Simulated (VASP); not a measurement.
Input of a VASP 6.6.1 run:

INCAR

```
PREC = Accurate
ENCUT = 520
EDIFF = 1E-8
ISMEAR = 0
SIGMA = 0.01
LREAL = False
LASPH = True
NELM = 80
ALGO = Normal
ISIF = 2
LWAVE = False
LCHARG = False
GGA = PS
LEPSILON = True
```

KPOINTS

```
regular mesh
0
Gamma
  6 6 2
```

File POSCAR:

```
MgO
1.0
    3.2505940000      0.0000000000      0.0000000000
   -1.6252970000      2.8150969814      0.0000000000
    0.0000000000      0.0000000000     10.3863380000
Mg O
4 4
Direct
    0.3333330000      0.6666670000      0.9696620000
    0.0000000000      0.0000000000      0.2210020000
    0.0000000000      0.0000000000      0.7210020000
    0.6666670000      0.3333330000      0.4696620000
    0.3333330000      0.6666670000      0.7798400000
    0.0000000000      0.0000000000      0.5294930000
    0.0000000000      0.0000000000      0.0294930000
    0.6666670000      0.3333330000      0.2798400000
```

Potentials or basis: VASP PAW PBE potentials, release 64 (Mg, O).

Launch:

```sh
$ cat potpaw_PBE.64/Mg/POTCAR potpaw_PBE.64/O/POTCAR > POTCAR
$ mpirun -np 1 vasp_std > vasp.out
```

Q: What does it give for the electronic dielectric tensor (diagonal)?

A: 3.03, 3.03, 3.07.

Q: What does it give for the Born charges (mean of the diagonal)?

A: Mg +1.82, +1.83 (each value once); O -1.82 e.

Q: Predict the band gap on the k mesh.

A: 3.49 eV.

Born effective charge tensors (e):
atom 1, Mg
```
1.82 0.00 0.00
0.00 1.82 0.00
0.00 0.00 1.80
```
atom 2, Mg
```
1.80 0.00 0.00
0.00 1.80 0.00
0.00 0.00 1.89
```
atom 3, Mg
```
1.80 0.00 0.00
0.00 1.80 0.00
0.00 0.00 1.89
```
atom 4, Mg
```
1.82 0.00 0.00
0.00 1.82 0.00
0.00 0.00 1.80
```
atom 5, O
```
-1.82  0.00  0.00
 0.00 -1.82  0.00
 0.00  0.00 -1.83
```
atom 6, O
```
-1.80  0.00  0.00
 0.00 -1.80  0.00
 0.00  0.00 -1.86
```
atom 7, O
```
-1.80  0.00  0.00
 0.00 -1.80  0.00
 0.00  0.00 -1.86
```
atom 8, O
```
-1.82  0.00  0.00
 0.00 -1.82  0.00
 0.00  0.00 -1.83
```
